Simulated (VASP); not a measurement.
# C (Fd-3m) in VASP: notebook

The runs below take C through single point, with PBE.

Everything below comes from runs of VASP 6.6.1. Logs are shortened: lines on timing, memory, paths and dates and some standing lists are left out, and cuts for length are marked.

**1. The cell of the first run**

Symmetry: Fd-3m, No. 227, cubic system. The conventional cell has a = 3.572 Å, b = 3.572 Å, c = 3.572 Å, α = 90.00°, β = 90.00°, γ = 90.00°. C (site symmetry -43m) has 4 C at 1.55 Å within 2.1 Å.

**2. Single point, PBE**

INCAR reads:

```
SYSTEM = C
  ALGO = Normal
  EDIFF = 1E-6
  ENCUT = 600
  GGA = PE
  GGA_COMPAT = .False.
  ISIF = 2
  ISMEAR = 0
  LASPH = .True.
  LCHARG = .False.
  LREAL = .False.
  LWAVE = .False.
  NBANDS = 11
  NELM = 120
  PREC = Accurate
  SIGMA = 0.02
```

KPOINTS reads:

```
k-points
0
Gamma
  12 12 12
  0 0 0
```

POSCAR reads:

```
C
1.0
    0.0000000000      1.7857947418      1.7857947418
    1.7857947418      0.0000000000      1.7857947418
    1.7857947418      1.7857947418      0.0000000000
C
2
Direct
    0.0000000000      0.0000000000      0.0000000000
    0.2500000000      0.2500000000      0.2500000000
```

Potentials or basis: VASP PAW PBE potentials, release 64 (C).

Launch:

```
$ cat potpaw_PBE.64/C/POTCAR > POTCAR
$ mpirun -np 1 vasp_std > vasp.out
```

OUTCAR:

```text
SYSTEM = C
   EDIFF = 1E-6
   ENCUT = 600
   GGA = PE
   ISIF = 2
   ISMEAR = 0
   LASPH = .True.
   LREAL = .False.
   NELM = 120
   PREC = Accurate

 ion  position               nearest neighbor table
   1  0.000  0.000  0.000-   2 1.55   2 1.55   2 1.55   2 1.55
   2  0.250  0.250  0.250-   1 1.55   1 1.55   1 1.55   1 1.55

  LATTYP: Found a face centered cubic cell.
 ALAT       =     3.5715894836

  Lattice vectors:

 A1 = (   0.0000000000,   1.7857947418,   1.7857947418)
 A2 = (   1.7857947418,   0.0000000000,   1.7857947418)
 A3 = (   1.7857947418,   1.7857947418,   0.0000000000)

Analysis of symmetry for initial positions (statically):
=====================================================================
 Subroutine PRICEL returns:
 Original cell was already a primitive cell.

 Routine SETGRP: Setting up the symmetry group for a
 face centered cubic supercell.

 Subroutine GETGRP returns: Found 48 space group operations
 (whereof 24 operations were pure point group operations)
 out of a pool of 48 trial point group operations.

The static configuration has the point symmetry T_d .
 The point group associated with its full space group is O_h .

Analysis of symmetry for dynamics (positions and initial velocities):
=====================================================================
 Subroutine PRICEL returns:
 Original cell was already a primitive cell.

 Routine SETGRP: Setting up the symmetry group for a
 face centered cubic supercell.

 Subroutine GETGRP returns: Found 48 space group operations
 (whereof 24 operations were pure point group operations)
 out of a pool of 48 trial point group operations.

The dynamic configuration has the point symmetry T_d .
 The point group associated with its full space group is O_h .

 Subroutine INISYM returns: Found 48 space group operations
 (whereof 24 operations are pure point group operations),
 and found     1 'primitive' translations

----------------------------------------------------------------------------------------

                                     Primitive cell

  volume of cell :      11.3900

  direct lattice vectors                    reciprocal lattice vectors
     0.000000000  1.785794742  1.785794742    -0.279987385  0.279987385  0.279987385
     1.785794742  0.000000000  1.785794742     0.279987385 -0.279987385  0.279987385
     1.785794742  1.785794742  0.000000000     0.279987385  0.279987385 -0.279987385

  length of vectors
     2.525495143  2.525495143  2.525495143     0.484952376  0.484952376  0.484952376

  position of ions in fractional coordinates (direct lattice)
     0.000000000  0.000000000  0.000000000
     0.250000000  0.250000000  0.250000000

  ion indices of the primitive-cell ions
   primitive index   ion index
                 1           1
                 2           2

----------------------------------------------------------------------------------------

 KPOINTS: k-points

Automatic generation of k-mesh.
 Grid dimensions read from file:
 generate k-points for:   12   12   12

 Generating k-lattice:

  Cartesian coordinates                     Fractional coordinates (reciprocal lattice)
    -0.023332282  0.023332282  0.023332282     0.083333333  0.000000000  0.000000000
     0.023332282 -0.023332282  0.023332282     0.000000000  0.083333333  0.000000000
     0.023332282  0.023332282 -0.023332282     0.000000000  0.000000000  0.083333333

  Length of vectors
     0.040412698  0.040412698  0.040412698

  Shift w.r.t. Gamma in fractional coordinates (k-lattice)
     0.000000000  0.000000000  0.000000000

 Subroutine IBZKPT returns following result:
 ===========================================

 Found     72 irreducible k-points:

 Following reciprocal coordinates:
            Coordinates               Weight
  0.000000  0.000000  0.000000      1.000000
  0.083333  0.000000  0.000000      8.000000
  0.166667  0.000000  0.000000      8.000000
  0.250000  0.000000  0.000000      8.000000
  0.333333  0.000000  0.000000      8.000000
  0.416667  0.000000  0.000000      8.000000
[... 16 lines left out ...]
  0.500000  0.166667  0.000000     24.000000
 -0.416667  0.166667  0.000000     24.000000
 [... further k-points ...]
   k-points           NKPTS =     72   k-points in BZ     NKDIM =     72   number of bands    NBANDS=     11
   number of dos      NEDOS =    301   number of ions     NIONS =      2
   total plane-waves  NPLWV =   8000
   dimension x,y,z NGX =    20 NGY =   20 NGZ =   20
   dimension x,y,z NGXF=    40 NGYF=   40 NGZF=   40
   ions per type =               2
   NGX,Y,Z   is equivalent  to a cutoff of  13.17, 13.17, 13.17 a.u.
   NGXF,Y,Z  is equivalent  to a cutoff of  26.33, 26.33, 26.33 a.u.
 SYSTEM =  C
   PREC   = accura    normal or accurate (medium, high low for compatibility)
   ISTART =      0    job   : 0-new  1-cont  2-samecut
   ICHARG =      2    charge: 1-file 2-atom 10-const
   ISPIN  =      1    spin polarized calculation?
   LNONCOLLINEAR =      F non collinear calculations
   LSORBIT =      F    spin-orbit coupling
   LASPH  =      T    aspherical Exc in radial PAW
   ENCUT  =  600.0 eV  44.10 Ry    6.64 a.u.   5.04  5.04  5.04*2*pi/ulx,y,z
   NELM   =    120;   NELMIN=  2; NELMDL= -5     # of ELM steps
   EDIFF  = 0.1E-05   stopping-criterion for ELM
   LREAL  =      F    real-space projection
   EDIFFG = 0.1E-04   stopping-criterion for IOM
   NSW    =      0    number of steps for IOM
   IBRION =     -1    ionic relax: 0-MD 1-quasi-New 2-CG
   NFREE  =      0    steps in history (QN), initial steepest desc. (CG)
   ISIF   =      2    stress and relaxation
   ISYM   =      2    0-nonsym 1-usesym 2-fastsym
   POTIM  = 0.5000    time-step for ionic-motion
   TEBEG  =    0.0;   TEEND  =   0.0 temperature during run
   PSTRESS=    0.0 pullay stress
   NELECT =       8.0000    total number of electrons
   NUPDOWN=      -1.0000    fix difference up-down
   EMIN   =  10.00;   EMAX   =-10.00  energy-range for DOS
   EFERMI =   0.00;   METHOD = LEGACY
   ISMEAR =     0;   SIGMA  =   0.02  broadening in eV -4-tet -1-fermi 0-gaus
   EFERMI_NEDOS =   21; number of points for ismear=-14 and -15
   IALGO  =     38    algorithm
   IMIX   =      4    mixing-type and parameters
     AMIX     =   0.40;   BMIX     =  1.00
     AMIX_MAG =   1.60;   BMIX_MAG =  1.00
  volume/ion in A,a.u.               =       5.70        38.43
  Fermi-wavevector in a.u.,A,eV,Ry     =   1.455224  2.749975 28.812757  2.117678
  Thomas-Fermi vector in A             =   2.572284
   LORBIT       =      0    0 simple, 1 ext, 2 COOP (PROOUT), +10 PAW based schemes
   GGA     = PE    functional components
   LHFCALC =     F    Hartree Fock is set to
   AEXX    =    0.0000 exact exchange contribution
   IVDW    =     0    specifies the selected vdW correction
   LEPSILON=     F    determine dielectric tensor
   LRPA    =     F    only Hartree local field effects (RPA)
 non-spin polarized calculation
 Gauss-broadening in eV      SIGMA  =   0.02
  energy-cutoff  :      600.00
  volume of cell :       11.39
 maximum number of plane-waves:       392
   NGX =  9   NGY =  9   NGZ =  9

 number of electron       7.9999999 magnetization

 Free energy of the ion-electron system (eV)
  ---------------------------------------------------
  ext. energy  EPLUGINS =         0.00000000
  ---------------------------------------------------
  free energy    TOTEN  =       -18.19049244 eV

  energy without entropy =      -18.19049244  energy(sigma->0) =      -18.19049244

 E-fermi :   9.7728     XC(G=0): -13.2303

 val. band max:        9.6696341984   @ k =   0.0000   0.0000   0.0000
 cond. band min:      13.8138621202   @ k =   0.3333   0.3333   0.0000
 fundamental gap:      4.1442279219
 Fermi energy:         9.7728381698

 k-point     1 :       0.0000    0.0000    0.0000
  band No.  band energies     occupation
      1     -11.7521      2.00000
      2       9.6696      2.00000
      3       9.6696      2.00000
      4       9.6696      2.00000
      5      15.2487      0.00000
      6      15.2487      0.00000
      7      15.2487      0.00000
      8      22.9076      0.00000
      9      28.9126      0.00000
     10      36.1611      0.00000
     11      36.1611      0.00000

 k-point     2 :       0.0833    0.0000    0.0000
  band No.  band energies     occupation
      1     -11.5605      2.00000
      2       8.4475      2.00000
      3       9.3484      2.00000
      4       9.3484      2.00000
      5      15.6695      0.00000
      6      15.6695      0.00000
      7      15.9583      0.00000
      8      23.0752      0.00000
      9      29.2321      0.00000
     10      34.0432      0.00000
     11      34.0432      0.00000

 k-point     3 :       0.1667    0.0000    0.0000
  band No.  band energies     occupation
      1     -10.9876      2.00000
      2       5.9249      2.00000
      3       8.6508      2.00000
      4       8.6508      2.00000
      5      16.5847      0.00000
      6      16.5847      0.00000
      7      17.0371      0.00000
      8      23.5587      0.00000
      9      29.9006      0.00000
     10      32.4519      0.00000
     11      32.4519      0.00000
[... 267 lines left out ...]
 k-point    23 :       0.5000    0.1667    0.0000
  band No.  band energies     occupation
      1      -6.0193      2.00000
      2      -2.3063      2.00000
      3       4.6971      2.00000
      4       5.7194      2.00000
      5      16.7526      0.00000
      6      20.3614      0.00000
      7      20.8436      0.00000
      8      23.9144      0.00000
      9      29.7581      0.00000
     10      33.4063      0.00000
     11      36.2031      0.00000

 k-point    24 :      -0.4167    0.1667    0.0000
  band No.  band energies     occupation
      1      -5.5928      2.00000
      2      -2.8187      2.00000
      3       4.2127      2.00000
      4       6.0960      2.00000
      5      17.1885      0.00000
      6      19.8733      0.00000
      7      20.8215      0.00000
      8      25.0588      0.00000
      9      29.0678      0.00000
     10      33.8106      0.00000
     11      34.1586      0.00000

 [... further k-points ...]

------------------------ aborting loop because EDIFF is reached ----------------------------------------

  FORCE on cell =-STRESS in cart. coord.  units (eV):
  Direction    XX          YY          ZZ          XY          YZ          ZX
  --------------------------------------------------------------------------------------
  -------------------------------------------------------------------------------------
  Total       -0.0006607     -0.0006607     -0.0006607      0.0000000      0.0000000      0.0000000
  in kB       -0.0929345     -0.0929345     -0.0929345      0.0000000      0.0000000      0.0000000
  external PRESSURE =      -0.0929345 kB  Pullay stress =       0.0000000 kB

 VOLUME and BASIS-vectors are now :
 -----------------------------------------------------------------------------
  energy-cutoff  :      600.00
  volume of cell :       11.39
      direct lattice vectors                 reciprocal lattice vectors
     0.000000000  1.785794742  1.785794742    -0.279987385  0.279987385  0.279987385
     1.785794742  0.000000000  1.785794742     0.279987385 -0.279987385  0.279987385
     1.785794742  1.785794742  0.000000000     0.279987385  0.279987385 -0.279987385

 POSITION                                       TOTAL-FORCE (eV/Angst)
 -----------------------------------------------------------------------------------
      0.00000      0.00000      0.00000        -0.000000     -0.000000     -0.000000
      0.89290      0.89290      0.89290         0.000000      0.000000      0.000000
 -----------------------------------------------------------------------------------
    total drift:                                0.000000      0.000000      0.000000

  FREE ENERGIE OF THE ION-ELECTRON SYSTEM (eV)
  ---------------------------------------------------
  free  energy   TOTEN  =       -18.1904924444 eV

  energy  without entropy=      -18.1904924444  energy(sigma->0) =      -18.19049244
```

Wall time 13 s (1 thread of Intel Xeon 8259CL, shared host); peak memory 0.12 GiB.

Results:

* Free energy: -18.1905 eV
* Pressure: 0.0 GPa
* Band gap on the k mesh: 4.14 eV (least direct gap 5.58 eV)

Levels at points of the mesh, in eV from the valence-band top:
```tsv
k point	band 2	band 3	band 4	band 5	band 6	band 7
(0.00, 0.00, 0.00)	0.00	0.00	0.00	5.58	5.58	5.58
(0.50, 0.00, 0.00)	-13.33	-2.79	-2.79	8.44	8.44	8.79
(0.50, 0.50, 0.00)	-12.74	-6.27	-6.27	4.75	4.75	16.74
```

**3. Single point, PBE**

INCAR reads:

```
ALGO     = Normal         # electronic algorithm
EDIFF    = 1E-6           # SCF threshold, eV
ENCUT    = 600            # plane-wave cutoff, eV
GGA      = PE             # functional
GGA_COMPAT= F            
ISIF     = 2              # what is computed and relaxed
ISMEAR   = 0              # smearing method
LASPH    = T              # aspherical terms in the spheres
LCHARG   = F              # write CHGCAR
LREAL    = F              # projectors in reciprocal space
LWAVE    = F              # write WAVECAR
NBANDS   = 11             # bands
NELM     = 120            # most SCF steps
PREC     = Accurate       # precision mode
SIGMA    = 0.02           # smearing width, eV
```

KPOINTS reads:

```
k-points
0
Gamma
  12 12 12
```

POSCAR is that of step 2.

Potentials or basis: VASP PAW PBE potentials, release 64 (C).

Launch:

```
$ cat potpaw_PBE.64/C/POTCAR > POTCAR
$ mpirun -np 1 vasp_std > vasp.out
```

Run time: 15 s. Hardware: 1 thread of Intel Xeon 8259CL, shared host; peak memory 0.12 GiB.

The run converged. Its results:

| Item | Value |
| --- | --- |
| Free energy | -18.1905 eV |
| Pressure | 0.0 GPa |
| Band gap on the k mesh | 4.14 eV (least direct gap 5.58 eV) |

Levels at points of the mesh, in eV from the valence-band top:
```
           k point  band 1  band 2  band 3  band 4  band 5  band 6  band 7  band 8
(0.00, 0.00, 0.00)  -21.42    0.00    0.00    0.00    5.58    5.58    5.58   13.24
(0.50, 0.00, 0.00)  -15.67  -13.33   -2.79   -2.79    8.44    8.44    8.79   15.66
(0.50, 0.50, 0.00)  -12.74  -12.74   -6.27   -6.27    4.75    4.75   16.74   16.74
```
